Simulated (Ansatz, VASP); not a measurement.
**Al2GaAs3 in VASP and in Ansatz**

File INCAR:

```
SYSTEM = Al2GaAs3
  PREC = Accurate
  ENCUT = 600
  EDIFF = 1E-6
  ISMEAR = 0
  SIGMA = 0.1
  LREAL = .False.
  LASPH = .True.
  NELM = 80
  ALGO = Normal
  ISIF = 3
  LWAVE = .False.
  LCHARG = .False.
  GGA = PE
  IBRION = 2
  NSW = 80
  EDIFFG = -0.025
```

Contents of KPOINTS:

```
regular mesh
0
Gamma
  4 2 2
  0 0 0
```

Contents of POSCAR:

```
Al2GaAs3
1.0
    3.9931059042      0.0106309333     -0.0653834383
    0.0184133167      6.8892382672     -0.0353829798
   -0.1602321855     -0.0500628741      9.9480496719
Al Ga As
4 2 6
Direct
   -0.0215205445      0.3274627649      0.6767336595
    0.4843304109      0.8444717954      0.6826372104
    0.5174283186      0.1251629922      0.3115600556
    0.0042872516      0.6501518308      0.3653637111
    0.4843894664      0.5085075447      0.9922992089
    1.0124490398      0.9836798907      1.0194202890
   -0.0162968266      0.0082784700      0.7532442213
    0.5339662476      0.4786789112      0.7359489985
   -0.0220249750      0.3411543970      0.3959593603
    0.4890437079      0.8679838322      0.4113812748
    0.5129048245      0.1698178669      0.0767789201
    0.0210430787      0.6946497041      0.0786730904
```

Input for Ansatz:

```yaml
crystal:
  lattice:
    - [3.9931059042, 0.0106309333, -0.0653834383]
    - [0.0184133167, 6.8892382672, -0.0353829798]
    - [-0.1602321855, -0.0500628741, 9.9480496719]
  atoms:
    - { symbol: Al, position: [-0.0215205445, 0.3274627649, 0.6767336595] }
    - { symbol: Al, position: [0.4843304109, 0.8444717954, 0.6826372104] }
    - { symbol: Al, position: [0.5174283186, 0.1251629922, 0.3115600556] }
    - { symbol: Al, position: [0.0042872516, 0.6501518308, 0.3653637111] }
    - { symbol: Ga, position: [0.4843894664, 0.5085075447, 0.9922992089] }
    - { symbol: Ga, position: [1.0124490398, 0.9836798907, 1.019420289] }
    - { symbol: As, position: [-0.0162968266, 0.00827847, 0.7532442213] }
    - { symbol: As, position: [0.5339662476, 0.4786789112, 0.7359489985] }
    - { symbol: As, position: [-0.022024975, 0.341154397, 0.3959593603] }
    - { symbol: As, position: [0.4890437079, 0.8679838322, 0.4113812748] }
    - { symbol: As, position: [0.5129048245, 0.1698178669, 0.0767789201] }
    - { symbol: As, position: [0.0210430787, 0.6946497041, 0.0786730904] }
basis:
  ecutwfc: 420
kpoints:
  mp_grid: { grid: [4, 2, 2] }
hamiltonian:
  xc: pbe
scf:
  occupations: { method: gaussian, width: 0.1 }
  lower_state_search: "off"
output:
  forces: true
  stress: true
  eigenvalues: true
relax:
  adjacent_minimum: "off"
  f_tol: 0.025
  max_steps: 60
  cell: { stress_tol: 0.25 }
```

Change from the starting cell: cell x2, atoms moved at random (sigma 0.15 Å) and cell strained at random (1.5 %), then relaxed without symmetry.

Alike in both runs: task relaxation of cell and atoms; functional PBE; k mesh 4 × 2 × 2; occupations gaussian, width 0.1 eV; no spin polarisation.

|  | VASP | Ansatz |
| --- | --- | --- |
| version | VASP 6.6.1 | Ansatz 0.2.0 |
| potentials or method | VASP PAW PBE potentials, release 64 (Al, Ga_d, As), cutoff 600 eV | scalar-relativistic, plane waves, PAW |
| valence electrons in the cell | 68 | 128 |

|  | VASP | Ansatz | Ansatz less VASP |
| --- | --- | --- | --- |
| gap on the k mesh at the Fermi level, each at its own relaxed structure (eV) | 0.91 | 0.92 | +0.013 |
| relaxed volume (Å³/atom) | 23.60 | 23.55 | -0.047 |
| relaxed cell length with the largest relative difference (Å) | 4.080 | 4.076 | -0.0040 |

VASP's potentials hold 68 valence electrons a cell and Ansatz's 128, so a difference there can come from the potentials and not from the codes.

The k mesh is coarse, so the values compare programs but aren't converged.
